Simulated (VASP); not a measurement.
The system is P.

```
P
1.0
     1.65820   -5.24200    0.00000
     1.65820    5.24200    0.00000
     0.00000    0.00000    4.37930
P
4
Cartesian
  1.6582 -4.1766 0.3533
  1.6582 -1.0654 2.5430
  1.6582 4.1766 4.0260
  1.6582 1.0654 1.8363
```

```yaml
Program: VASP 6.6.1
Task: relaxation of cell and atoms
Functional: PBE
Dispersion: D3(BJ)
Potentials_or_basis: VASP PAW PBE potentials, release 64 (P)
Cutoff: 600 eV
k_mesh: 10 × 10 × 8
Occupations: gaussian, width 0.01 eV
Spin: no spin polarisation
```

At the start: pressure -1.4 GPa; volume 19.03 Å³/atom.

**Question.** How do energy, volume and symmetry change on relaxing?

**Answer.** Over 10 steps the energy falls by 8.1 meV/atom and the volume is 17.68 Å³/atom (-7.1 %); space group Cmce (No. 64, to 0.1 Å) before and after.

Step by step:
| step | energy change (eV) | largest force (eV/Å) | pressure (GPa) | volume (Å³) |
| --- | --- | --- | --- | --- |
| 1 | 0.0000 | 0.0681 | -1.39 | 76.13 |
| 2 | -0.0079 | 0.2275 | 0.37 | 74.32 |
| 3 | -0.0081 | 0.2045 | 0.17 | 74.53 |
| 4 | -0.0153 | 0.1195 | 0.02 | 73.87 |
| 5 | -0.0197 | 0.0517 | -0.10 | 73.01 |
| 6 | -0.0268 | 0.0422 | -0.21 | 72.42 |
| 7 | -0.0315 | 0.0245 | -0.34 | 71.37 |
| 8 | -0.0319 | 0.0811 | 0.28 | 70.56 |
| 9 | -0.0321 | 0.0452 | 0.03 | 70.88 |
| 10 | -0.0324 | 0.0057 | 0.01 | 70.70 |

Final structure:
```xyz
4
Lattice="1.6567 -5.1008 0.0000 1.6567 5.1008 0.0000 0.0000 0.0000 4.1834" Properties=species:S:1:pos:R:3 pbc="T T T"
P     1.6567   -4.0195    0.3055
P     1.6567   -1.0813    2.3972
P     1.6567    4.0195    3.8778
P     1.6567    1.0813    1.7862
```
